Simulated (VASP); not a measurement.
# HfO2 (Fm-3m) in VASP: further runs

Runs on HfO2. Level: PBE. Tasks: single point.

All numbers are computed with VASP 6.6.1; they aren't measurements. Logs are shortened: lines on timing, memory, paths and dates and some standing lists are left out, and cuts for length are marked.

### 1 The cell of the first run

It takes space group Fm-3m (No. 225, cubic). The conventional cell has a = 5.046 Å, b = 5.046 Å, c = 5.046 Å, α = 90.00°, β = 90.00°, γ = 90.00°. Hf (site symmetry m-3m) has 8 O at 2.19 Å within 2.9 Å. Within 2.9 Å of O (site symmetry -43m) lie 4 Hf at 2.19 Å and 6 O at 2.52 Å.

### 2 Single point, PBE (volume changed by -3%)

File INCAR:

```
SYSTEM = HfO2
ALGO = Normal
EDIFF = 1E-6
ENCUT = 520
GGA = PE
ISIF = 2
ISMEAR = 0
LASPH = .TRUE.
LCHARG = .FALSE.
LREAL = .FALSE.
LWAVE = .FALSE.
NBANDS = 18
NELM = 80
PREC = Accurate
SIGMA = 0.01
```

File KPOINTS:

```
k-points
0
G
  8 8 8
  0 0 0
```

File POSCAR:

```
HfO2
1.0
    0.0000000000      2.5230587524      2.5230587524
    2.5230587524      0.0000000000      2.5230587524
    2.5230587524      2.5230587524      0.0000000000
Hf O
1 2
Direct
    0.0000000000      0.0000000000      0.0000000000
    0.2500000000      0.2500000000      0.2500000000
    0.7500000000      0.7500000000      0.7500000000
```

Potentials or basis: VASP PAW PBE potentials, release 64 (Hf_pv, O).

On the command line:

```console
cat potpaw_PBE.64/Hf_pv/POTCAR potpaw_PBE.64/O/POTCAR > POTCAR
mpirun -np 1 vasp_std > vasp.out
```

OUTCAR:

```text
SYSTEM = HfO2
   EDIFF = 1E-6
   ENCUT = 520
   GGA = PE
   ISIF = 2
   ISMEAR = 0
   LASPH = .TRUE.
   LREAL = .FALSE.
   NELM = 80
   PREC = Accurate

 ion  position               nearest neighbor table
   1  0.000  0.000  0.000-   3 2.19   3 2.19   3 2.19   2 2.19   3 2.19   2 2.19   2 2.19   2 2.19

   2  0.250  0.250  0.250-   1 2.19   1 2.19   1 2.19   1 2.19
   3  0.750  0.750  0.750-   1 2.19   1 2.19   1 2.19   1 2.19

  LATTYP: Found a face centered cubic cell.
 ALAT       =     5.0461175048

  Lattice vectors:

 A1 = (   0.0000000000,   2.5230587524,   2.5230587524)
 A2 = (   2.5230587524,   0.0000000000,   2.5230587524)
 A3 = (   2.5230587524,   2.5230587524,   0.0000000000)

Analysis of symmetry for initial positions (statically):
=====================================================================
 Subroutine PRICEL returns:
 Original cell was already a primitive cell.

 Routine SETGRP: Setting up the symmetry group for a
 face centered cubic supercell.

 Subroutine GETGRP returns: Found 48 space group operations
 (whereof 48 operations were pure point group operations)
 out of a pool of 48 trial point group operations.

The static configuration has the point symmetry O_h .

Analysis of symmetry for dynamics (positions and initial velocities):
=====================================================================
 Subroutine PRICEL returns:
 Original cell was already a primitive cell.

 Routine SETGRP: Setting up the symmetry group for a
 face centered cubic supercell.

 Subroutine GETGRP returns: Found 48 space group operations
 (whereof 48 operations were pure point group operations)
 out of a pool of 48 trial point group operations.

The dynamic configuration has the point symmetry O_h .

 Subroutine INISYM returns: Found 48 space group operations
 (whereof 48 operations are pure point group operations),
 and found     1 'primitive' translations

----------------------------------------------------------------------------------------

                                     Primitive cell

  volume of cell :      32.1227

  direct lattice vectors                    reciprocal lattice vectors
     0.000000000  2.523058752  2.523058752    -0.198172159  0.198172159  0.198172159
     2.523058752  0.000000000  2.523058752     0.198172159 -0.198172159  0.198172159
     2.523058752  2.523058752  0.000000000     0.198172159  0.198172159 -0.198172159

  length of vectors
     3.568143906  3.568143906  3.568143906     0.343244248  0.343244248  0.343244248

  position of ions in fractional coordinates (direct lattice)
     0.000000000  0.000000000  0.000000000
     0.250000000  0.250000000  0.250000000
     0.750000000  0.750000000  0.750000000

  ion indices of the primitive-cell ions
   primitive index   ion index
                 1           1
                 2           2
                 3           3

----------------------------------------------------------------------------------------

 KPOINTS: k-points

Automatic generation of k-mesh.
 Grid dimensions read from file:
 generate k-points for:    8    8    8

 Generating k-lattice:

  Cartesian coordinates                     Fractional coordinates (reciprocal lattice)
    -0.024771520  0.024771520  0.024771520     0.125000000  0.000000000  0.000000000
     0.024771520 -0.024771520  0.024771520     0.000000000  0.125000000  0.000000000
     0.024771520  0.024771520 -0.024771520     0.000000000  0.000000000  0.125000000

  Length of vectors
     0.042905531  0.042905531  0.042905531

  Shift w.r.t. Gamma in fractional coordinates (k-lattice)
     0.000000000  0.000000000  0.000000000

 Subroutine IBZKPT returns following result:
 ===========================================

 Found     29 irreducible k-points:

 Following reciprocal coordinates:
            Coordinates               Weight
  0.000000  0.000000  0.000000      1.000000
  0.125000  0.000000  0.000000      8.000000
  0.250000  0.000000  0.000000      8.000000
  0.375000  0.000000  0.000000      8.000000
  0.500000  0.000000  0.000000      4.000000
  0.125000  0.125000  0.000000      6.000000
[... 16 lines left out ...]
  0.500000  0.250000  0.125000     48.000000
 -0.375000  0.250000  0.125000     24.000000
 [... further k-points ...]
   k-points           NKPTS =     29   k-points in BZ     NKDIM =     29   number of bands    NBANDS=     18
   number of dos      NEDOS =    301   number of ions     NIONS =      3
   total plane-waves  NPLWV =  21952
   dimension x,y,z NGX =    28 NGY =   28 NGZ =   28
   dimension x,y,z NGXF=    56 NGYF=   56 NGZF=   56
   ions per type =               1   2
   NGX,Y,Z   is equivalent  to a cutoff of  13.05, 13.05, 13.05 a.u.
   NGXF,Y,Z  is equivalent  to a cutoff of  26.09, 26.09, 26.09 a.u.
 SYSTEM =  HfO2
   PREC   = accura    normal or accurate (medium, high low for compatibility)
   ISTART =      0    job   : 0-new  1-cont  2-samecut
   ICHARG =      2    charge: 1-file 2-atom 10-const
   ISPIN  =      1    spin polarized calculation?
   LNONCOLLINEAR =      F non collinear calculations
   LSORBIT =      F    spin-orbit coupling
   LASPH  =      T    aspherical Exc in radial PAW
   ENCUT  =  520.0 eV  38.22 Ry    6.18 a.u.   6.63  6.63  6.63*2*pi/ulx,y,z
   NELM   =     80;   NELMIN=  2; NELMDL= -5     # of ELM steps
   EDIFF  = 0.1E-05   stopping-criterion for ELM
   LREAL  =      F    real-space projection
   EDIFFG = 0.1E-04   stopping-criterion for IOM
   NSW    =      0    number of steps for IOM
   IBRION =     -1    ionic relax: 0-MD 1-quasi-New 2-CG
   NFREE  =      0    steps in history (QN), initial steepest desc. (CG)
   ISIF   =      2    stress and relaxation
   ISYM   =      2    0-nonsym 1-usesym 2-fastsym
   POTIM  = 0.5000    time-step for ionic-motion
   TEBEG  =    0.0;   TEEND  =   0.0 temperature during run
   PSTRESS=    0.0 pullay stress
   NELECT =      22.0000    total number of electrons
   NUPDOWN=      -1.0000    fix difference up-down
   EMIN   =  10.00;   EMAX   =-10.00  energy-range for DOS
   EFERMI =   0.00;   METHOD = LEGACY
   ISMEAR =     0;   SIGMA  =   0.01  broadening in eV -4-tet -1-fermi 0-gaus
   EFERMI_NEDOS =   21; number of points for ismear=-14 and -15
   IALGO  =     38    algorithm
   IMIX   =      4    mixing-type and parameters
     AMIX     =   0.40;   BMIX     =  1.00
     AMIX_MAG =   1.60;   BMIX_MAG =  1.00
  volume/ion in A,a.u.               =      10.71        72.26
  Fermi-wavevector in a.u.,A,eV,Ry     =   1.443040  2.726950 28.332287  2.082364
  Thomas-Fermi vector in A             =   2.561492
   LORBIT       =      0    0 simple, 1 ext, 2 COOP (PROOUT), +10 PAW based schemes
   GGA     = PE    functional components
   LHFCALC =     F    Hartree Fock is set to
   AEXX    =    0.0000 exact exchange contribution
   IVDW    =     0    specifies the selected vdW correction
   LEPSILON=     F    determine dielectric tensor
   LRPA    =     F    only Hartree local field effects (RPA)
 non-spin polarized calculation
 Gauss-broadening in eV      SIGMA  =   0.01
  energy-cutoff  :      520.00
  volume of cell :       32.12
 maximum number of plane-waves:       893
   NGX = 13   NGY = 13   NGZ = 13

 number of electron      21.9999993 magnetization

 Free energy of the ion-electron system (eV)
  ---------------------------------------------------
  ext. energy  EPLUGINS =         0.00000000
  ---------------------------------------------------
  free energy    TOTEN  =       -30.24113692 eV

  energy without entropy =      -30.24113692  energy(sigma->0) =      -30.24113692

 E-fermi :   4.5099     XC(G=0): -11.9147

 val. band max:        4.4010568990   @ k =   0.5000   0.5000   0.0000
 cond. band min:       8.2410490018   @ k =   0.5000   0.5000   0.0000
 fundamental gap:      3.8399921027
 Fermi energy:         4.5099146264

 k-point     1 :       0.0000    0.0000    0.0000
  band No.  band energies     occupation
      1     -25.2207      2.00000
      2     -25.2207      2.00000
      3     -25.2207      2.00000
      4     -14.4204      2.00000
      5     -11.3157      2.00000
      6      -1.0289      2.00000
[... 10 lines left out ...]
     17      15.0035      0.00000
     18      17.9757      0.00000

 k-point     2 :       0.1250    0.0000    0.0000
  band No.  band energies     occupation
      1     -25.2931      2.00000
      2     -25.2285      2.00000
      3     -25.2285      2.00000
      4     -14.2045      2.00000
      5     -11.4913      2.00000
      6      -0.8758      2.00000
[... 10 lines left out ...]
     17      14.7299      0.00000
     18      17.9512      0.00000

 k-point     3 :       0.2500    0.0000    0.0000
  band No.  band energies     occupation
      1     -25.4607      2.00000
      2     -25.2472      2.00000
      3     -25.2472      2.00000
      4     -13.6965      2.00000
      5     -11.8412      2.00000
      6      -0.4976      2.00000
[... 10 lines left out ...]
     17      14.2407      0.00000
     18      17.2176      0.00000

 k-point     4 :       0.3750    0.0000    0.0000
  band No.  band energies     occupation
      1     -25.6191      2.00000
      2     -25.2659      2.00000
      3     -25.2659      2.00000
      4     -13.2715      2.00000
      5     -12.0279      2.00000
      6      -0.1231      2.00000
[... 375 lines left out ...]
      4     -13.2574      2.00000
      5     -12.1055      2.00000
      6      -0.4908      2.00000
[... 10 lines left out ...]
     17      14.4115      0.00000
     18      17.7610      0.00000

 k-point    23 :       0.5000    0.2500    0.1250
  band No.  band energies     occupation
      1     -25.5890      2.00000
      2     -25.3828      2.00000
      3     -25.2925      2.00000
      4     -12.8682      2.00000
      5     -12.2518      2.00000
      6      -0.4930      2.00000
[... 10 lines left out ...]
     17      15.3028      0.00000
     18      17.6457      0.00000

 k-point    24 :      -0.3750    0.2500    0.1250
  band No.  band energies     occupation
      1     -25.6193      2.00000
      2     -25.4065      2.00000
      3     -25.3030      2.00000
      4     -12.7907      2.00000
      5     -12.2112      2.00000
      6      -0.4955      2.00000
[... 10 lines left out ...]
     17      15.4823      0.00000
     18      17.6593      0.00000

 [... further k-points ...]
[... 5 lines left out ...]
  --------------------------------------------------------------------------------------
  -------------------------------------------------------------------------------------
  Total        0.8163285      0.8163285      0.8163285      0.0000000      0.0000000      0.0000000
  in kB       40.7158434     40.7158434     40.7158434      0.0000000      0.0000000      0.0000000
  external PRESSURE =      40.7158434 kB  Pullay stress =       0.0000000 kB

 VOLUME and BASIS-vectors are now :
 -----------------------------------------------------------------------------
  energy-cutoff  :      520.00
  volume of cell :       32.12
      direct lattice vectors                 reciprocal lattice vectors
     0.000000000  2.523058752  2.523058752    -0.198172159  0.198172159  0.198172159
     2.523058752  0.000000000  2.523058752     0.198172159 -0.198172159  0.198172159
     2.523058752  2.523058752  0.000000000     0.198172159  0.198172159 -0.198172159

 POSITION                                       TOTAL-FORCE (eV/Angst)
 -----------------------------------------------------------------------------------
      0.00000      0.00000      0.00000         0.000000      0.000000     -0.000000
      1.26153      1.26153      1.26153         0.000000      0.000000      0.000000
      3.78459      3.78459      3.78459        -0.000000     -0.000000     -0.000000
 -----------------------------------------------------------------------------------
    total drift:                                0.000000      0.000000      0.000000

  FREE ENERGIE OF THE ION-ELECTRON SYSTEM (eV)
  ---------------------------------------------------
  free  energy   TOTEN  =       -30.2411369246 eV

  energy  without entropy=      -30.2411369246  energy(sigma->0) =      -30.24113692
```

It took 8.4 s on 1 thread of Intel Xeon 6975P-C (Granite Rapids), shared host; peak memory 0.16 GiB.

What came out:

- Free energy: -30.2411 eV
- Pressure: 4.1 GPa
- Band gap on the k mesh: 3.84 eV, direct

Caveat: spin-orbit coupling is left out, which moves the levels of the heavy elements. A k mesh can miss the band edges.

(Part 1 of 2 ends here.)
